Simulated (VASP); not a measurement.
**MgBe2Te2O: relaxation of cell and atoms with PBE**

The system is MgBe2Te2O.

```xyz
6
Lattice="4.0999 0.0000 0.0000 0.0000 4.0999 0.0000 0.0000 0.0000 6.9443" Properties=species:S:1:pos:R:3 pbc="T T T"
Mg    0.0000    0.0000    0.0000
Be    2.0499    0.0000    5.7829
Be    0.0000    2.0499    1.1613
Te    2.0499    0.0000    2.2104
Te    0.0000    2.0499    4.7338
O     2.0499    2.0499    0.0000
```

```
Program                : VASP 6.6.1
Task                   : relaxation of cell and atoms
Functional             : PBE
Potentials or basis    : VASP PAW PBE potentials, release 64 (Mg, Be, Te, O)
Cutoff                 : 600 eV
k mesh                 : 4 × 4 × 4
Occupations            : gaussian, width 0.1 eV
Spin                   : no spin polarisation
Dipole correction      : no
Further INCAR settings : ALGO = Normal; EDIFF = 1e-06; IBRION = 2; EDIFFG = -0.04; NSW = 90; ISIF = 3
```

```json
{
 "Relaxed volume": "18.13 Å³/atom",
 "Relaxed cell": "a = 3.358 Å, b = 3.358 Å, c = 9.646 Å, α = 90.00°, β = 90.00°, γ = 90.00°",
 "Space group after relaxing (to 0.05 Å)": "P-4m2 (No. 115)",
 "Energy gained by relaxing": "689.4 meV/atom",
 "Ionic steps": "40",
 "Pressure after relaxing": "0.0 GPa",
 "Largest force after relaxing": "0.029 eV/Å",
 "Band gap on the k mesh": "zero (band 12 reaches 7.03 eV, above the bottom of band 13 at 5.09 eV)"
}
```

Forces in eV/Å, atoms in the order of the input:
```
Mg   0.000  0.000  0.000
Be   0.000  0.000  0.029
Be   0.000  0.000 -0.029
Te   0.000  0.000  0.026
Te   0.000  0.000 -0.026
O    0.000  0.000  0.000
```

Step by step:
```csv
step,energy change (eV),largest force (eV/Å),pressure (GPa),volume (Å³)
1,0.0000,1.2461,-3.61,116.73
2,-0.4287,1.5427,-0.92,109.43
3,-1.0287,2.0481,15.79,88.79
4,-1.0608,2.0149,11.41,92.35
5,-1.1868,1.9796,12.00,91.66
6,-1.5453,1.7628,14.01,89.54
7,-2.0400,1.7297,20.00,85.08
8,-0.1092,2.9038,50.86,75.49
9,-2.0797,1.8767,22.32,83.94
10,-2.6856,1.4855,17.98,86.69
11,-3.6625,0.8445,10.33,94.78
12,-3.6670,0.4445,6.01,110.30
13,-3.8616,0.5563,6.89,103.86
14,-3.8717,0.5850,7.16,102.58
15,-4.0500,0.3878,2.95,105.96
16,-4.0875,0.2023,-0.53,109.39
17,-4.0902,0.2371,0.13,108.69
18,-4.0902,0.2436,0.25,108.57
19,-4.0938,0.2287,0.21,108.69
20,-4.1031,0.1879,0.06,109.05
21,-4.1156,0.1208,-0.20,109.76
22,-4.1164,0.0734,-0.73,111.14
23,-4.1208,0.1041,-0.46,110.41
24,-4.1250,0.1112,0.19,109.18
25,-4.1253,0.1123,0.38,108.84
26,-4.1281,0.0893,0.24,108.68
27,-4.1292,0.0962,-0.02,108.37
28,-4.1295,0.0675,0.08,108.46
29,-4.1302,0.0632,-0.01,108.59
30,-4.1316,0.0509,-0.25,108.96
31,-4.1316,0.0293,-0.71,109.71
32,-4.1320,0.0393,-0.51,109.34
33,-4.1323,0.0375,-0.47,109.31
34,-4.1330,0.0397,-0.39,109.25
35,-4.1341,0.0447,-0.26,109.11
36,-4.1349,0.0537,0.02,108.85
37,-4.1349,0.0526,0.01,108.88
38,-4.1351,0.0504,-0.01,108.87
39,-4.1355,0.0436,-0.02,108.83
40,-4.1363,0.0286,-0.01,108.77
```

Final structure:
```cif
data_structure
_symmetry_space_group_name_H-M 'P 1'
_symmetry_Int_Tables_number 1
_cell_length_a 3.3579
_cell_length_b 3.3579
_cell_length_c 9.6464
_cell_angle_alpha 90.000
_cell_angle_beta 90.000
_cell_angle_gamma 90.000
_cell_volume 108.77
loop_
_atom_site_label
_atom_site_type_symbol
_atom_site_fract_x
_atom_site_fract_y
_atom_site_fract_z
_atom_site_occupancy
Mg1 Mg 0.00000 0.00000 0.00000 1
Be1 Be 0.50000 0.00000 0.73883 1
Be2 Be 0.00000 0.50000 0.26117 1
Te1 Te 0.50000 0.00000 0.32632 1
Te2 Te 0.00000 0.50000 0.67368 1
O1 O 0.50000 0.50000 0.00000 1
```

Levels at points of the mesh, in eV from the Fermi level:
| k point | band 9 | band 10 | band 11 | band 12 | band 13 | band 14 | band 15 | band 16 |
| --- | --- | --- | --- | --- | --- | --- | --- | --- |
| (0.00, 0.00, 0.00) | -1.69 | -1.58 | -1.58 | -1.43 | -0.26 | 2.49 | 3.22 | 3.23 |
| (0.50, 0.00, 0.00) | -2.46 | -2.42 | -0.34 | 0.88 | 0.96 | 1.08 | 2.83 | 3.04 |
| (0.50, 0.50, 0.00) | -4.31 | -2.12 | -2.08 | -2.08 | -0.70 | -0.70 | 1.17 | 2.10 |
| (0.00, 0.00, 0.50) | -1.80 | -1.80 | -1.48 | -1.48 | 1.00 | 2.16 | 2.57 | 3.25 |
| (0.50, 0.00, 0.50) | -2.46 | -1.80 | 0.04 | 0.53 | 0.89 | 0.96 | 2.83 | 3.04 |
| (0.50, 0.50, 0.50) | -4.33 | -2.19 | -1.84 | -1.84 | -1.05 | -1.05 | 2.33 | 2.33 |

Wall time 15 min on 1 thread of Intel Xeon 6975P-C, on a shared host, peak memory 0.31 GiB.

Caveat: the k points lie up to 0.47 Å⁻¹ apart in the final cell; spin-orbit coupling is left out, which moves the levels of the heavy elements.
